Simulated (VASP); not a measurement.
Be, 2 atoms in the cell. Symmetry: P6_3/mmc, No. 194, hexagonal system. The conventional cell has a = 2.260 Å, b = 2.260 Å, c = 3.544 Å, α = 90.00°, β = 90.00°, γ = 120.00°. Be (site symmetry -6m2) has 12 Be at 2.20 to 2.26 Å within 2.9 Å. 

| Quantity | Value |
| --- | --- |
| Program | VASP 6.6.1 |
| Task | single point |
| Functional | PBEsol |
| Potentials or basis | VASP PAW PBE potentials, release 64 (Be) |
| Cutoff | 520 eV |
| k mesh | 11 × 11 × 6 |
| Occupations | gaussian, width 0.1 eV |
| Spin | no spin polarisation |
| Dipole correction | no |
| Further INCAR settings | ALGO = Normal; EDIFF = 1e-06; NBANDS = 9 |

Potentials or basis: VASP PAW PBE potentials, release 64 (Be).

The run is started by

```sh
$ cat potpaw_PBE.64/Be/POTCAR > POTCAR
$ mpirun -np 1 vasp_std > vasp.out
```

Hardware: 1 thread of Intel(R) Xeon(R) Platinum 8259CL CPU @ 2.50GHz (Skylake/Cascade Lake), on a shared host.

Question: Estimate the wall time of this run.

Answer: Run time: 5.2 s on 1 thread of Intel(R) Xeon(R) Platinum 8259CL CPU @ 2.50GHz (Skylake/Cascade Lake), on a shared host, peak memory 0.12 GiB. Counts: scf iterations 9, k points 64.
